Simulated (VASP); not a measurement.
# CuNi2As2O8 (P-1) in VASP: single point with PBEsol

Aim: the single point of CuNi2As2O8 with PBEsol.

Everything below comes from runs of VASP 6.6.1. Logs are shortened: lines on timing, memory, paths and dates and some standing lists are left out, and cuts for length are marked.

## Step 1: The cell of the first run

The typed cell holds 13 atoms: a = 4.893 Å, b = 5.477 Å, c = 6.684 Å, α = 72.72°, β = 86.58°, γ = 69.06°.

## Step 2: Single point, PBEsol

File INCAR:

```
PREC = Accurate
ENCUT = 520
EDIFF = 1E-7
ISMEAR = -1
SIGMA = 0.1
LREAL = F
LASPH = T
NELM = 100
ALGO = Fast
ISIF = 2
LWAVE = F
LCHARG = F
GGA = PS
NBANDS = 56
```

File KPOINTS:

```
Automatic mesh
0
Gamma
  4 4 3
  0 0.5 0.5
```

File POSCAR:

```
CuNi2As2O8
1.0
    4.8932472800      0.0000000000      0.0000000000
    1.9569945800      5.1152129200      0.0000000000
    0.3988707800      1.9737340700      6.3737754800
Cu Ni As O
1 2 2 8
Direct
    0.5000000000      0.0000000000      0.5000000000
    0.2118400000      0.7381700000      0.1917100000
    0.7881600000      0.2618300000      0.8082900000
    0.8665000000      0.3392000000      0.2814600000
    0.1335000000      0.6608000000      0.7185400000
    0.1796000000      0.3337000000      0.3316000000
    0.8204000000      0.6663000000      0.6684000000
    0.7335000000      0.2257000000      0.4930000000
    0.2665000000      0.7743000000      0.5070000000
    0.8902000000      0.1502000000      0.1410000000
    0.1098000000      0.8498000000      0.8590000000
    0.6756000000      0.6372000000      0.1722000000
    0.3244000000      0.3628000000      0.8278000000
```

Potentials or basis: VASP PAW PBE potentials, release 64 (Cu, Ni, As, O).

Run with:

```
$ cat potpaw_PBE.64/Cu/POTCAR potpaw_PBE.64/Ni/POTCAR potpaw_PBE.64/As/POTCAR potpaw_PBE.64/O/POTCAR > POTCAR
$ mpirun -np 1 vasp_std > vasp.out
```

OUTCAR:

```text
PREC = Accurate
   ENCUT = 520
   EDIFF = 1E-7
   ISMEAR = -1
   LREAL = F
   LASPH = T
   NELM = 100
   ISIF = 2
   GGA = PS

 ion  position               nearest neighbor table
   1  0.500  0.000  0.500-   8 1.95   9 1.95   6 2.00   7 2.00
   2  0.212  0.738  0.192-  12 2.14  11 2.16  10 2.18   6 2.19   9 2.21
   3  0.788  0.262  0.808-  13 2.14  10 2.16  11 2.18   7 2.19   8 2.21
   4  0.867  0.339  0.281-  12 1.53  10 1.56   8 1.57   6 1.58
   5  0.133  0.661  0.719-  13 1.53  11 1.56   9 1.57   7 1.58
   6  0.180  0.334  0.332-   4 1.58   1 2.00   2 2.19
   7  0.820  0.666  0.668-   5 1.58   1 2.00   3 2.19
   8  0.733  0.226  0.493-   4 1.57   1 1.95   3 2.21
   9  0.267  0.774  0.507-   5 1.57   1 1.95   2 2.21
  10  0.890  0.150  0.141-   4 1.56   3 2.16   2 2.18
  11  0.110  0.850  0.859-   5 1.56   2 2.16   3 2.18
  12  0.676  0.637  0.172-   4 1.53   2 2.14
  13  0.324  0.363  0.828-   5 1.53   3 2.14

  LATTYP: Found a triclinic cell.
 ALAT       =     5.4767902099
 B/A-ratio  =     2.8187052458
 C/A-ratio  =     1.0769171120
 COS(alpha) =     0.0066823750
 COS(beta)  =     0.6321259966
 COS(gamma) =     0.7099423775

  Lattice vectors:

 A1 = (  -1.9569945800,  -5.1152129200,   0.0000000000)
 A2 = ( -12.1423599200,  -7.0889469900,  -6.3737754800)
 A3 = (   2.9362527000,  -5.1152129200,   0.0000000000)

Analysis of symmetry for initial positions (statically):
=====================================================================
 Subroutine PRICEL returns:
 Original cell was already a primitive cell.

 Routine SETGRP: Setting up the symmetry group for a
 triclinic supercell.

 Subroutine GETGRP returns: Found  2 space group operations
 (whereof  2 operations were pure point group operations)
 out of a pool of  2 trial point group operations.

The static configuration has the point symmetry S_2 .

Analysis of symmetry for dynamics (positions and initial velocities):
=====================================================================
 Subroutine PRICEL returns:
 Original cell was already a primitive cell.

 Routine SETGRP: Setting up the symmetry group for a
 triclinic supercell.

 Subroutine GETGRP returns: Found  2 space group operations
 (whereof  2 operations were pure point group operations)
 out of a pool of  2 trial point group operations.
[... 130 lines left out ...]
   POTIM  = 0.5000    time-step for ionic-motion
   TEBEG  =    0.0;   TEEND  =   0.0 temperature during run
   PSTRESS=    0.0 pullay stress
   NELECT =      89.0000    total number of electrons
   NUPDOWN=      -1.0000    fix difference up-down
   EMIN   =  10.00;   EMAX   =-10.00  energy-range for DOS
   EFERMI =   0.00;   METHOD = LEGACY
   ISMEAR =    -1;   SIGMA  =   0.10  broadening in eV -4-tet -1-fermi 0-gaus
   EFERMI_NEDOS =   21; number of points for ismear=-14 and -15
   IALGO  =     68    algorithm
   IMIX   =      4    mixing-type and parameters
     AMIX     =   0.40;   BMIX     =  1.00
     AMIX_MAG =   1.60;   BMIX_MAG =  1.00
  volume/ion in A,a.u.               =      12.27        82.82
  Fermi-wavevector in a.u.,A,eV,Ry     =   1.347676  2.546739 24.711332  1.816232
  Thomas-Fermi vector in A             =   2.475408
   LORBIT       =      0    0 simple, 1 ext, 2 COOP (PROOUT), +10 PAW based schemes
   GGA     = PS    functional components
   LHFCALC =     F    Hartree Fock is set to
   AEXX    =    0.0000 exact exchange contribution
   IVDW    =     0    specifies the selected vdW correction
   LEPSILON=     F    determine dielectric tensor
   LRPA    =     F    only Hartree local field effects (RPA)
 non-spin polarized calculation
 RMM-DIIS sequential band-by-band and
  energy-cutoff  :      520.00
  volume of cell :      159.54
 maximum number of plane-waves:      4307
   NGX = 19   NGY = 21   NGZ = 25

 number of electron      89.0000004 magnetization

 Free energy of the ion-electron system (eV)
  ---------------------------------------------------
  ext. energy  EPLUGINS =         0.00000000
  ---------------------------------------------------
  free energy    TOTEN  =       -73.23856146 eV

  energy without entropy =      -72.75909590  energy(sigma->0) =      -72.99882868

 E-fermi :   2.8487     XC(G=0): -10.3885

 val. band max:        2.8450248215   @ k =  -0.2500  -0.3750   0.1667
 cond. band min:       2.8525423400   @ k =   0.2500  -0.1250   0.1667
 fundamental gap:      0.0075175185
 Fermi energy:         2.8486735120

 k-point     1 :       0.0000    0.1250    0.1667
  band No.  band energies     occupation
      1     -19.3791      2.00000
      2     -19.0336      2.00000
      3     -16.1771      2.00000
      4     -16.1399      2.00000
      5     -16.0673      2.00000
      6     -15.9967      2.00000
[... 1405 lines left out ...]
     55      11.8715      0.00000
     56      12.1675      0.00000

------------------------ aborting loop because EDIFF is reached ----------------------------------------

  FORCE on cell =-STRESS in cart. coord.  units (eV):
  Direction    XX          YY          ZZ          XY          YZ          ZX
  --------------------------------------------------------------------------------------
  -------------------------------------------------------------------------------------
  Total       24.8287239     30.1426715     24.0341930      1.3080336     -1.9053189     -1.5164085
  in kB      249.3488334    302.7155167    241.3695526     13.1362634    -19.1346543    -15.2289220
  external PRESSURE =     264.4779676 kB  Pullay stress =       0.0000000 kB

 VOLUME and BASIS-vectors are now :
 -----------------------------------------------------------------------------
  energy-cutoff  :      520.00
  volume of cell :      159.54
      direct lattice vectors                 reciprocal lattice vectors
     4.893247280  0.000000000  0.000000000     0.204363267 -0.078185955  0.011422390
     1.956994580  5.115212920  0.000000000     0.000000000  0.195495284 -0.060538013
     0.398870780  1.973734070  6.373775480     0.000000000  0.000000000  0.156892881

 POSITION                                       TOTAL-FORCE (eV/Angst)
 -----------------------------------------------------------------------------------
      2.64606      0.98687      3.18689         0.000000      0.000000      0.000000
      2.55765      4.15428      1.22192         0.218756      0.426008     -0.024503
      4.69146      2.93467      5.15186        -0.218756     -0.426008      0.024503
      5.01608      2.29061      1.79396         0.595799     -0.810211      0.377430
      2.23304      4.79834      4.57981        -0.595799      0.810211     -0.377430
      1.66414      2.36144      2.11354         8.476483      0.826801      1.562793
      5.58497      4.72751      4.26023        -8.476483     -0.826801     -1.562793
      4.22753      2.12755      3.14227        -4.313535     -1.045000      8.177211
      3.02158      4.96139      3.23150         4.313535      1.045000     -8.177211
      4.70615      1.04660      0.89870        -1.651819     -7.742875     -5.860980
      2.54296      6.04235      5.47507         1.651819      7.742875      5.860980
      4.62156      3.59929      1.09756        -3.451571      8.538325     -4.397450
      2.62755      3.48966      5.27621         3.451571     -8.538325      4.397450
 -----------------------------------------------------------------------------------
    total drift:                                0.000000      0.000000      0.000000

  FREE ENERGIE OF THE ION-ELECTRON SYSTEM (eV)
  ---------------------------------------------------
  free  energy   TOTEN  =       -73.2385614609 eV

  energy  without entropy=      -72.7590958962  energy(sigma->0) =      -72.99882868
```

Wall time 4.4 min (1 thread of Intel Xeon Platinum 8375C at 2.90GHz (Ice Lake), shared host); peak memory 0.37 GiB.

Results:

```yaml
Free_energy: -73.2386 eV
Pressure: 26.4 GPa
Largest_force: 10.206 eV/Å
Band_gap_on_the_k_mesh: zero (an odd number of electrons rules out a gap without spin polarisation)
```

Forces in eV/Å, atoms in the order of the input:
```
Cu   0.000  0.000  0.000
Ni   0.219  0.426 -0.025
Ni  -0.219 -0.426  0.025
As   0.596 -0.810  0.377
As  -0.596  0.810 -0.377
O    8.476  0.827  1.563
O   -8.476 -0.827 -1.563
O   -4.314 -1.045  8.177
O    4.314  1.045 -8.177
O   -1.652 -7.743 -5.861
O    1.652  7.743  5.861
O   -3.452  8.538 -4.397
O    3.452 -8.538  4.397
```

Levels at points of the mesh, in eV from the Fermi level:
| k point | band 43 | band 44 | band 45 | band 46 | band 47 | band 48 |
| --- | --- | --- | --- | --- | --- | --- |
| (0.00, 0.12, 0.17) | -0.24 | -0.17 | -0.16 | 0.02 | 0.36 | 2.97 |

Caveat: the cell stands under pressure; the PAW data sets were made with another functional, which shifts forces and pressure a little; an odd number of electrons without spin polarisation forces a metal; a magnetic or distorted state may lie lower; the run has no spin polarisation, though such a crystal can be magnetic; semilocal functionals often make such compounds metallic where correlation or magnetic order opens a gap, which also shifts bond lengths. Spin polarisation is off, so any magnetic state and its effect on volume and gap are missing.
